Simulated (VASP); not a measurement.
Set up this calculation in VASP 6.6.1, as the native input.

| Item | Value |
| --- | --- |
| Task | electric field gradients |
| Functional | PBEsol |
| Potentials or basis | VASP PAW PBE potentials, release 64 (Pb_d) |
| Cutoff | 400 eV |
| k mesh | 14 × 14 × 8 |
| Occupations | fermi-dirac, width 0.08 eV |
| Spin | no spin polarisation |
| Dipole correction | no |
| Further INCAR settings | ALGO = Normal; EDIFF = 1e-08; NBANDS = 21 |

The structure of Pb lies in POSCAR:

```
Pb
1.0
    3.4800006906      0.0000000000      0.0000000000
   -1.7400003453      3.0137690032      0.0000000000
    0.0000000000      0.0000000000      5.6459000000
Pb
2
Direct
    0.3333333333      0.6666666667      0.2500000000
    0.6666666667      0.3333333333      0.7500000000
```

This cell differs from its parent crystal: zz strain of +1 %.

The input as run:

INCAR

```
PREC = Accurate
ENCUT = 400
EDIFF = 1E-8
ISMEAR = -1
SIGMA = 0.08
LREAL = F
LASPH = T
NELM = 120
ALGO = Normal
ISIF = 2
LWAVE = F
LCHARG = F
GGA = PS
LEFG = T
NBANDS = 21
GGA_COMPAT = F
```

KPOINTS

```
Automatic mesh
0
Gamma
  14 14 8
```

Potentials or basis: VASP PAW PBE potentials, release 64 (Pb_d).

Run with:

```bash
$ cat potpaw_PBE.64/Pb_d/POTCAR > POTCAR
$ mpirun -np 1 vasp_std > vasp.out
```

Results of the run:

```
Pressure               : 0.4 GPa
Band gap on the k mesh : zero (band 14 reaches 13.05 eV, above the bottom of band 15 at 5.60 eV)
```

Caveat: the cell differs from its parent crystal (zz strain of +1 %); without QUAD_EFG the Cq values of the log hold for a quadrupole moment of 1 mb, not for the nuclei; the PAW data sets were made with another functional, which shifts forces and pressure a little; spin-orbit coupling is left out, which moves the levels of the heavy elements.

Run time: 110 s on 1 thread of AMD EPYC 7R13 Processor (Zen 3), with other jobs on the host, peak memory 0.18 GiB.
